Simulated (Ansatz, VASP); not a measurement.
**KTaO3: VASP beside Ansatz**

The input INCAR:

```
SYSTEM = KTaO3
PREC = Accurate
ENCUT = 600
EDIFF = 1E-6
ISMEAR = 0
SIGMA = 0.01
LREAL = .False.
LASPH = .True.
NELM = 120
ALGO = Normal
ISIF = 2
LWAVE = .False.
LCHARG = .False.
GGA = PE
NBANDS = 27
GGA_COMPAT = .False.
```

File KPOINTS:

```
Automatic mesh
0
Gamma
  5 5 5
  0 0 0
```

The input POSCAR:

```
KTaO3
1.0
    3.9883000000      0.0000000000      0.0000000000
    0.0000000000      3.9883000000      0.0000000000
    0.0000000000      0.0000000000      3.9883000000
K Ta O
1 1 3
Direct
    0.5000000000      0.5000000000      0.5000000000
    0.0000000000      0.0000000000      0.0000000000
    0.5000000000      0.0000000000      0.0000000000
    0.0000000000      0.5000000000      0.0000000000
    0.0000000000      0.0000000000      0.5000000000
```

Input for Ansatz:

```yaml
crystal:
  lattice:
    - [3.9883, 0.0, 0.0]
    - [0.0, 3.9883, 0.0]
    - [0.0, 0.0, 3.9883]
  atoms:
    - { symbol: K, position: [0.5, 0.5, 0.5] }
    - { symbol: Ta, position: [0.0, 0.0, 0.0] }
    - { symbol: O, position: [0.5, 0.0, 0.0] }
    - { symbol: O, position: [0.0, 0.5, 0.0] }
    - { symbol: O, position: [0.0, 0.0, 0.5] }
kpoints:
  mp_grid:
    grid: [5, 5, 5]
hamiltonian:
  xc: pbe
scf:
  convergence:
    dr2_threshold: 1.0e-07
  occupations:
    method: fixed
output:
  optics:
    de: 0.1
    nscf_kmesh:
      grid: [7, 7, 7]
    bands:
      spectra_wanted_up_to: 8.0
```

Alike in both runs: task single point; functional PBE; k mesh 5 × 5 × 5; no spin polarisation.

|  | VASP | Ansatz |
| --- | --- | --- |
| version | VASP 6.6.1 | Ansatz 0.2.0 |
| potentials or method | VASP PAW PBE potentials, release 64 (K_sv, Ta_pv, O) | plane waves, PAW |
| plane-wave cutoff (eV) | 600 | 420 |
| occupations | gaussian, width 0.01 eV | fixed |
| valence electrons in the cell | 38 | 40 |

|  | VASP | Ansatz | Ansatz less VASP |
| --- | --- | --- | --- |
| gap on the k mesh at the Fermi level (eV) | 2.28 | 2.33 | +0.045 |

VASP's potentials hold 38 valence electrons a cell and Ansatz's 40, so a difference there can come from the potentials and not from the codes. Ansatz's warnings: optics band completion, settled levels scf threshold loose.

Neither program's run includes spin-orbit coupling.
